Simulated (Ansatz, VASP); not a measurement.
**Two plane-wave programs on La3LuO2**

File INCAR:

```
ALGO     = Normal         # electronic algorithm
EDIFF    = 1E-7           # SCF threshold, eV
ENCUT    = 520            # plane-wave cutoff, eV
GGA      = PE             # functional
ISIF     = 2              # what is computed and relaxed
ISMEAR   = 0              # smearing method
LASPH    = True           # aspherical terms in the spheres
LCHARG   = False          # write CHGCAR
LREAL    = False          # projectors in reciprocal space
LWAVE    = False          # write WAVECAR
NBANDS   = 44             # bands
NELM     = 60             # most SCF steps
PREC     = Accurate       # precision mode
SIGMA    = 0.1            # smearing width, eV
```

The input KPOINTS:

```
k-points
0
Gamma
  6 6 2
```

The input POSCAR:

```
La3LuO2
1.0
    4.7414502400      0.0000000000      0.0000000000
   -2.3707251200      4.1062163600      0.0000000000
    0.0000000000      0.0000000000      7.5827926300
La Lu O
3 1 2
Direct
    0.0000000000      0.0000000000      0.5000000000
    0.6666666700      0.3333333300      0.3533428000
    0.3333333300      0.6666666700      0.6466572000
    0.0000000000      0.0000000000      0.0000000000
    0.6666666700      0.3333333300      0.7445280600
    0.3333333300      0.6666666700      0.2554719400
```

Input for Ansatz:

```yaml
crystal:
  lattice:
    - [4.74145024, 0.0, 0.0]
    - [-2.37072512, 4.10621636, 0.0]
    - [0.0, 0.0, 7.58279263]
  atoms:
    - { symbol: La, position: [0.0, 0.0, 0.5] }
    - { symbol: La, position: [0.66666667, 0.33333333, 0.3533428] }
    - { symbol: La, position: [0.33333333, 0.66666667, 0.6466572] }
    - { symbol: Lu, position: [0.0, 0.0, 0.0] }
    - { symbol: O, position: [0.66666667, 0.33333333, 0.74452806] }
    - { symbol: O, position: [0.33333333, 0.66666667, 0.25547194] }
basis:
  ecutwfc: 420
kpoints:
  mp_grid: { grid: [6, 6, 2] }
hamiltonian:
  xc: pbe
scf:
  occupations: { method: gaussian, width: 0.1 }
  lower_state_search: "off"
output:
  forces: true
  stress: true
  eigenvalues: true
```

Change from the starting cell: species swapped into the Li3NdSb2 type (P-3m1, No. 164).

Alike in both runs: task single point; functional PBE; k mesh 6 × 6 × 2; occupations gaussian, width 0.1 eV; no spin polarisation.

|  | VASP | Ansatz |
| --- | --- | --- |
| version | VASP 6.6.1 | Ansatz 0.2.0 |
| potentials or method | VASP PAW PBE potentials, release 64 (La, Lu, O), cutoff 520 eV | scalar-relativistic, plane waves, PAW |
| valence electrons in the cell | 70 | 70 |

|  | VASP | Ansatz | Ansatz less VASP |
| --- | --- | --- | --- |
| gap on the k mesh at the Fermi level (eV) | none | none | - |
| pressure (GPa) | -3.0 | -3.0 | +0.07 |
| traceless stress, the component that is largest in VASP (GPa) | -2.40 | -2.40 | +0.001 |
| rms of the force components (eV/Å) | 0.665 | 0.667 | +0.0017 |

Atom by atom the forces differ by 0.002 eV/Å (rms over components). A gap of «none» marks a metal or a gap that the smearing closes.

The k mesh is coarse, so the values compare programs but aren't converged. Neither program's run includes spin-orbit coupling.
